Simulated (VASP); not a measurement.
# F (C2/m) in VASP: notebook

F is run at these levels: PBEsol; tasks: single point.

All numbers are computed with VASP 6.6.1; they aren't measurements. Logs are shortened: lines on timing, memory, paths and dates and some standing lists are left out, and cuts for length are marked.

### 1 The cell of the first run

Symmetry: C2/m, No. 12, monoclinic system. The conventional cell has a = 6.497 Å, b = 3.723 Å, c = 7.843 Å, α = 90.00°, β = 112.50°, γ = 90.00°. Within 1.9 Å of F (site symmetry m) lie 1 F at 1.42 Å. F (site symmetry m) has 1 F at 1.46 Å within 2.0 Å.

### 2 Single point, PBEsol

File INCAR:

```
PREC = Accurate
ENCUT = 520
EDIFF = 1E-7
ISMEAR = 0
SIGMA = 0.05
LREAL = F
LASPH = T
NELM = 80
ALGO = Normal
ISIF = 2
LWAVE = F
LCHARG = F
GGA = PS
NBANDS = 22
```

File KPOINTS:

```
regular mesh
0
Gamma
  4 4 2
```

File POSCAR:

```
F
1.0
    3.2389009936     -1.8615074069     -0.2498119861
    3.2389009936      1.8615074069     -0.2498119861
   -2.4354061261      0.0000000000      7.4548272690
F
4
Direct
    0.0848459664      0.0848459664      0.0900077731
    0.9151540336      0.9151540336      0.9099922269
    0.5015719855      0.5015719855      0.5937195244
    0.4984280145      0.4984280145      0.4062804756
```

Potentials or basis: VASP PAW PBE potentials, release 64 (F).

On the command line:

```console
> cat potpaw_PBE.64/F/POTCAR > POTCAR
> mpirun -np 1 vasp_std > vasp.out
```

OUTCAR:

```text
PREC = Accurate
   ENCUT = 520
   EDIFF = 1E-7
   ISMEAR = 0
   LREAL = F
   LASPH = T
   NELM = 80
   ISIF = 2
   GGA = PS

 ion  position               nearest neighbor table
   1  0.085  0.085  0.090-   2 1.42
   2  0.915  0.915  0.910-   1 1.42
   3  0.502  0.502  0.594-   4 1.46
   4  0.498  0.498  0.406-   3 1.46

  LATTYP: Found a base centered monoclinic cell.
 ALAT       =     6.4970410726
 B/A-ratio  =     0.5730323654
 C/A-ratio  =     1.2070962569
 COS(beta)  =    -0.3827161857

  Lattice vectors:

 A1 = (   3.2389009936,  -1.8615074069,  -0.2498119861)
 A2 = (   3.2389009936,   1.8615074069,  -0.2498119861)
 A3 = (  -2.4354061261,   0.0000000000,   7.4548272690)

Analysis of symmetry for initial positions (statically):
=====================================================================
 Subroutine PRICEL returns:
 Original cell was already a primitive cell.

 Routine SETGRP: Setting up the symmetry group for a
 base centered monoclinic supercell.

 Subroutine GETGRP returns: Found  4 space group operations
 (whereof  4 operations were pure point group operations)
 out of a pool of  4 trial point group operations.

The static configuration has the point symmetry C_2h.

Analysis of symmetry for dynamics (positions and initial velocities):
=====================================================================
 Subroutine PRICEL returns:
 Original cell was already a primitive cell.

 Routine SETGRP: Setting up the symmetry group for a
 base centered monoclinic supercell.

 Subroutine GETGRP returns: Found  4 space group operations
 (whereof  4 operations were pure point group operations)
 out of a pool of  4 trial point group operations.

The dynamic configuration has the point symmetry C_2h.

 Subroutine INISYM returns: Found  4 space group operations
 (whereof  4 operations are pure point group operations),
 and found     1 'primitive' translations

----------------------------------------------------------------------------------------

                                     Primitive cell

  volume of cell :      87.6288

  direct lattice vectors                    reciprocal lattice vectors
     3.238900994 -1.861507407 -0.249811986     0.158363645 -0.268599522  0.051735577
     3.238900994  1.861507407 -0.249811986     0.158363645  0.268599522  0.051735577
    -2.435406126  0.000000000  7.454827269     0.010613562  0.000000000  0.137608599

  length of vectors
     3.744074719  3.744074719  7.842553960     0.316071696  0.316071696  0.138017297

  position of ions in fractional coordinates (direct lattice)
     0.084845966  0.084845966  0.090007773
     0.915154034  0.915154034  0.909992227
     0.501571986  0.501571986  0.593719524
     0.498428015  0.498428015  0.406280476

  ion indices of the primitive-cell ions
   primitive index   ion index
                 1           1
                 2           2
                 3           3
                 4           4

----------------------------------------------------------------------------------------

 KPOINTS: regular mesh

Automatic generation of k-mesh.
 Grid dimensions read from file:
 generate k-points for:    4    4    2

 Generating k-lattice:

  Cartesian coordinates                     Fractional coordinates (reciprocal lattice)
     0.039590911 -0.067149881  0.012933894     0.250000000  0.000000000 -0.000000000
     0.039590911  0.067149881  0.012933894     0.000000000  0.250000000 -0.000000000
     0.005306781  0.000000000  0.068804299     0.000000000  0.000000000  0.500000000

  Length of vectors
     0.079017924  0.079017924  0.069008648

  Shift w.r.t. Gamma in fractional coordinates (k-lattice)
     0.000000000  0.000000000  0.000000000

 Subroutine IBZKPT returns following result:
 ===========================================

 Found     14 irreducible k-points:

 Following reciprocal coordinates:
            Coordinates               Weight
  0.000000  0.000000  0.000000      1.000000
  0.250000  0.000000 -0.000000      4.000000
  0.500000  0.000000 -0.000000      2.000000
  0.250000  0.250000 -0.000000      2.000000
  0.500000  0.250000 -0.000000      4.000000
 -0.250000  0.250000  0.000000      2.000000
  0.500000  0.500000 -0.000000      1.000000
  0.000000  0.000000  0.500000      1.000000
  0.250000  0.000000  0.500000      4.000000
  0.500000  0.000000  0.500000      2.000000
  0.250000  0.250000  0.500000      2.000000
  0.500000  0.250000  0.500000      4.000000
 -0.250000  0.250000  0.500000      2.000000
  0.500000  0.500000  0.500000      1.000000
   k-points           NKPTS =     14   k-points in BZ     NKDIM =     14   number of bands    NBANDS=     22
   number of dos      NEDOS =    301   number of ions     NIONS =      4
   total plane-waves  NPLWV =  47040
   dimension x,y,z NGX =    28 NGY =   28 NGZ =   60
   dimension x,y,z NGXF=    56 NGYF=   56 NGZF=  120
   ions per type =               4
   NGX,Y,Z   is equivalent  to a cutoff of  12.43, 12.43, 12.72 a.u.
   NGXF,Y,Z  is equivalent  to a cutoff of  24.87, 24.87, 25.44 a.u.
 SYSTEM =  unknown system
   PREC   = accura    normal or accurate (medium, high low for compatibility)
   ISTART =      0    job   : 0-new  1-cont  2-samecut
   ICHARG =      2    charge: 1-file 2-atom 10-const
   ISPIN  =      1    spin polarized calculation?
   LNONCOLLINEAR =      F non collinear calculations
   LSORBIT =      F    spin-orbit coupling
   LASPH  =      T    aspherical Exc in radial PAW
   ENCUT  =  520.0 eV  38.22 Ry    6.18 a.u.   6.96  6.96 14.58*2*pi/ulx,y,z
   NELM   =     80;   NELMIN=  2; NELMDL= -5     # of ELM steps
   EDIFF  = 0.1E-06   stopping-criterion for ELM
   LREAL  =      F    real-space projection
   EDIFFG = 0.1E-05   stopping-criterion for IOM
   NSW    =      0    number of steps for IOM
   IBRION =     -1    ionic relax: 0-MD 1-quasi-New 2-CG
   NFREE  =      0    steps in history (QN), initial steepest desc. (CG)
   ISIF   =      2    stress and relaxation
   ISYM   =      2    0-nonsym 1-usesym 2-fastsym
   POTIM  = 0.5000    time-step for ionic-motion
   TEBEG  =    0.0;   TEEND  =   0.0 temperature during run
   PSTRESS=    0.0 pullay stress
   NELECT =      28.0000    total number of electrons
   NUPDOWN=      -1.0000    fix difference up-down
   EMIN   =  10.00;   EMAX   =-10.00  energy-range for DOS
   EFERMI =   0.00;   METHOD = LEGACY
   ISMEAR =     0;   SIGMA  =   0.05  broadening in eV -4-tet -1-fermi 0-gaus
   EFERMI_NEDOS =   21; number of points for ismear=-14 and -15
   IALGO  =     38    algorithm
   IMIX   =      4    mixing-type and parameters
     AMIX     =   0.40;   BMIX     =  1.00
     AMIX_MAG =   1.60;   BMIX_MAG =  1.00
  volume/ion in A,a.u.               =      21.91       147.84
  Fermi-wavevector in a.u.,A,eV,Ry     =   1.119211  2.115002 17.043104  1.252633
  Thomas-Fermi vector in A             =   2.255848
   LORBIT       =      0    0 simple, 1 ext, 2 COOP (PROOUT), +10 PAW based schemes
   GGA     = PS    functional components
   LHFCALC =     F    Hartree Fock is set to
   AEXX    =    0.0000 exact exchange contribution
   IVDW    =     0    specifies the selected vdW correction
   LEPSILON=     F    determine dielectric tensor
   LRPA    =     F    only Hartree local field effects (RPA)
 non-spin polarized calculation
 Gauss-broadening in eV      SIGMA  =   0.05
  energy-cutoff  :      520.00
  volume of cell :       87.63
 maximum number of plane-waves:      2382
   NGX = 13   NGY = 13   NGZ = 29

 number of electron      27.9999984 magnetization

 Free energy of the ion-electron system (eV)
  ---------------------------------------------------
  ext. energy  EPLUGINS =         0.00000000
  ---------------------------------------------------
  free energy    TOTEN  =        -7.74789181 eV

  energy without entropy =       -7.74789181  energy(sigma->0) =       -7.74789181

 E-fermi :  -6.1336     XC(G=0):  -6.2469

 val. band max:       -6.3763013328   @ k =   0.5000   0.5000  -0.0000
 cond. band min:      -3.9012781455   @ k =   0.0000   0.0000   0.0000
 fundamental gap:      2.4750231873
 Fermi energy:        -6.1336387717

 k-point     1 :       0.0000    0.0000    0.0000
  band No.  band energies     occupation
      1     -30.9454      2.00000
      2     -30.4810      2.00000
      3     -24.9806      2.00000
      4     -24.6413      2.00000
      5     -12.6299      2.00000
      6     -12.2027      2.00000
[... 14 lines left out ...]
     21      12.1411      0.00000
     22      13.0360      0.00000

 k-point     2 :       0.2500    0.0000   -0.0000
  band No.  band energies     occupation
      1     -30.9345      2.00000
      2     -30.4710      2.00000
      3     -24.9671      2.00000
      4     -24.6460      2.00000
      5     -12.5707      2.00000
      6     -12.2543      2.00000
[... 14 lines left out ...]
     21      10.1789      0.00000
     22      11.6593      0.00000

 k-point     3 :       0.5000    0.0000   -0.0000
  band No.  band energies     occupation
      1     -30.9233      2.00000
      2     -30.4607      2.00000
      3     -24.9530      2.00000
      4     -24.6507      2.00000
      5     -12.4740      2.00000
      6     -12.3424      2.00000
[... 14 lines left out ...]
     21       9.0629      0.00000
     22       9.2134      0.00000
[... 226 lines left out ...]
 k-point    13 :      -0.2500    0.2500    0.5000
  band No.  band energies     occupation
      1     -30.9235      2.00000
      2     -30.4609      2.00000
      3     -24.9532      2.00000
      4     -24.6509      2.00000
      5     -12.4735      2.00000
      6     -12.3401      2.00000
[... 14 lines left out ...]
     21       9.4203      0.00000
     22       9.4252      0.00000

 k-point    14 :       0.5000    0.5000    0.5000
  band No.  band energies     occupation
      1     -30.9205      2.00000
      2     -30.4580      2.00000
      3     -24.9606      2.00000
      4     -24.6599      2.00000
      5     -12.4882      2.00000
      6     -12.3574      2.00000
[... 14 lines left out ...]
     21       8.0728      0.00000
     22       8.1704      0.00000

------------------------ aborting loop because EDIFF is reached ----------------------------------------

  FORCE on cell =-STRESS in cart. coord.  units (eV):
  Direction    XX          YY          ZZ          XY          YZ          ZX
  --------------------------------------------------------------------------------------
  -------------------------------------------------------------------------------------
  Total       -0.5927933     -0.2821523     -2.8096726      0.0000000      0.0000000      0.4817572
  in kB      -10.8384448     -5.1587830    -51.3711669      0.0000000      0.0000000      8.8082964
  external PRESSURE =     -22.4561315 kB  Pullay stress =       0.0000000 kB

 VOLUME and BASIS-vectors are now :
 -----------------------------------------------------------------------------
  energy-cutoff  :      520.00
  volume of cell :       87.63
      direct lattice vectors                 reciprocal lattice vectors
     3.238900994 -1.861507407 -0.249811986     0.158363645 -0.268599522  0.051735577
     3.238900994  1.861507407 -0.249811986     0.158363645  0.268599522  0.051735577
    -2.435406126  0.000000000  7.454827269     0.010613562  0.000000000  0.137608599

 POSITION                                       TOTAL-FORCE (eV/Angst)
 -----------------------------------------------------------------------------------
      0.33041      0.00000      0.62860        -0.142362      0.000000     -0.244126
      3.71199      0.00000      6.32660         0.142362      0.000000      0.244126
      1.80314      0.00000      4.17548         0.483545      0.000000     -1.545247
      2.23926      0.00000      2.77972        -0.483545      0.000000      1.545247
 -----------------------------------------------------------------------------------
    total drift:                                0.000000      0.000000     -0.000000

  FREE ENERGIE OF THE ION-ELECTRON SYSTEM (eV)
  ---------------------------------------------------
  free  energy   TOTEN  =        -7.7478918090 eV

  energy  without entropy=       -7.7478918090  energy(sigma->0) =       -7.74789181
```

Run time: 38 s. Hardware: 1 thread of Intel Xeon 8259CL, shared host; peak memory 0.19 GiB.

Results:

```yaml
Free_energy: -7.7479 eV
Pressure: -2.2 GPa
Largest_force: 1.619 eV/Å
Band_gap_on_the_k_mesh: 2.48 eV, indirect (least direct gap 2.51 eV)
```

Forces in eV/Å, atoms in the order of the input:
```
F   -0.142  0.000 -0.244
F    0.142  0.000  0.244
F    0.484  0.000 -1.545
F   -0.484  0.000  1.545
```

Stress tensor (GPa, compression positive):
```
-1.08  0.00  0.88
 0.00 -0.52  0.00
 0.88  0.00 -5.14
```

Caveat: the k points lie up to 0.50 Å⁻¹ apart; the PAW data sets were made with another functional, which shifts forces and pressure a little.

### 3 Single point, PBEsol

File INCAR:

```
SYSTEM = F
  ALGO = Normal
  EDIFF = 1E-6
  ENCUT = 520
  GGA = PS
  ISIF = 2
  ISMEAR = 0
  LASPH = .True.
  LCHARG = .False.
  LREAL = .False.
  LWAVE = .False.
  NBANDS = 22
  NELM = 100
  PREC = Accurate
  SIGMA = 0.05
```

File KPOINTS:

```
k-points
0
Gamma
  4 4 2
  0 0 0
```

POSCAR, as its differences from that of step 2:

```diff
@@ -8,4 +8,4 @@
 Direct
-    0.0848459664      0.0848459664      0.0900077731
-    0.9151540336      0.9151540336      0.9099922269
+    0.0848459664      0.0848459664      0.0740235354
+    0.9151540336      0.9151540336      0.9259764646
     0.5015719855      0.5015719855      0.5937195244
```

Potentials or basis: VASP PAW PBE potentials, release 64 (F).

On the command line:

```console
> cat potpaw_PBE.64/F/POTCAR > POTCAR
> mpirun -np 1 vasp_std > vasp.out
```

It took 62 s on 1 thread of Intel Xeon 8259CL, shared host; peak memory 0.19 GiB.

Results (log left out):

* Free energy: -7.1414 eV
* Pressure: 5.2 GPa
* Largest force: 9.276 eV/Å
* Band gap on the k mesh: 1.92 eV, indirect (least direct gap 1.97 eV)

Forces in eV/Å, atoms in the order of the input:
```
F    5.411  0.000  7.534
F   -5.411  0.000 -7.534
F    0.466  0.000 -1.562
F   -0.466  0.000  1.562
```

Stress tensor (GPa, compression positive):
```
 6.48  0.00 11.40
 0.00 -0.52  0.00
11.40  0.00  9.54
```

Levels at points of the mesh, in eV from the valence-band top:
```tsv
k point	band 11	band 12	band 13	band 14	band 15	band 16	band 17	band 18
(0.00, 0.00, 0.00)	-0.93	-0.86	-0.16	-0.05	1.92	5.82	7.81	10.33
(0.50, 0.00, 0.00)	-0.99	-0.93	-0.19	-0.07	2.00	5.90	11.41	11.44
(0.50, 0.50, 0.00)	-0.96	-0.87	-0.05	0.00	1.98	5.86	11.75	11.87
(0.00, 0.00, 0.50)	-0.93	-0.86	-0.16	-0.05	1.94	5.71	8.57	8.79
(0.50, 0.00, 0.50)	-1.01	-0.92	-0.18	-0.05	1.98	5.92	11.21	12.07
(0.50, 0.50, 0.50)	-0.97	-0.86	-0.06	-0.01	1.99	5.86	11.38	11.42
```

Caveat: the k points lie up to 0.50 Å⁻¹ apart; the standard files for N, O and F lose accuracy on very short bonds; the PAW data sets were made with another functional, which shifts forces and pressure a little.

(Continued in part 2 of 2.)
